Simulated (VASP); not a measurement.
Set up this calculation in VASP 6.6.1, as the native input.

| Quantity | Value |
| --- | --- |
| Task | single point |
| Functional | PBE |
| Potentials or basis | VASP PAW PBE potentials, release 64 (H, Pb_d, N, O) |
| Cutoff | 520 eV |
| k mesh | 4 × 5 × 3 |
| Occupations | fermi-dirac, width 0.05 eV |
| Spin | no spin polarisation |
| Dipole correction | no |
| Further INCAR settings | ALGO = Normal; EDIFF = 1e-06; NBANDS = 57 |

The structure of HPbNO4 lies in POSCAR:

```
HPbNO4
1.0
    6.2018430627      0.0000000000      0.2779867948
    0.0000000000      3.7726109414      0.0000000000
   -2.7111782358      0.0000000000      7.1876739612
H Pb N O
2 2 2 8
Direct
    0.3123396528      0.0670844074      0.5254632372
    0.6876603472      0.5670844074      0.4745367628
    0.9978564062      0.5575432889      0.2775965003
    0.0021435938      0.0575432889      0.7224034997
    0.5685554202      0.3944797669      0.8021518995
    0.4314445798      0.8944797669      0.1978481005
    0.1467211552      0.0558201808      0.4662474993
    0.3858241801      0.5015277094      0.8191741001
    0.7555474456      0.5203027342      0.8972183925
    0.5693597778      0.1527169125      0.6854655866
    0.8532788448      0.5558201808      0.5337525007
    0.6141758199      1.0015277094      0.1808258999
    0.2444525544      1.0203027342      0.1027816075
    0.4306402222      0.6527169125      0.3145344134
```

One way to write it, as run:

INCAR

```
SYSTEM = HPbNO4
PREC = Accurate ; ENCUT = 520
EDIFF = 1E-6 ; ISMEAR = -1
SIGMA = 0.05 ; LREAL = .FALSE.
LASPH = .TRUE. ; NELM = 100
ALGO = Normal ; ISIF = 2
LWAVE = .FALSE. ; LCHARG = .FALSE.
GGA = PE ; NBANDS = 57
```

KPOINTS

```
Automatic mesh
0
G
  4 5 3
  0 0 0
```

Potentials or basis: VASP PAW PBE potentials, release 64 (H, Pb_d, N, O).

Launch:

```sh
$ cat potpaw_PBE.64/H/POTCAR potpaw_PBE.64/Pb_d/POTCAR potpaw_PBE.64/N/POTCAR potpaw_PBE.64/O/POTCAR > POTCAR
$ mpirun -np 1 vasp_std > vasp.out
```

It gave:

The pressure is 5.7 GPa. The largest force is 0.429 eV/Å. The band gap on the k mesh is 2.92 eV (least direct gap 3.13 eV).

Caveat: the standard files for N, O and F lose accuracy on very short bonds; the cell stands under pressure; spin-orbit coupling is left out, which moves the levels of the heavy elements; an odd mesh through Γ misses points on the zone boundary, where band edges can lie.

Run time: 3 min on 1 thread of Intel(R) Xeon(R) Platinum 8375C CPU @ 2.90GHz (Ice Lake), on a shared host, peak memory 0.37 GiB.
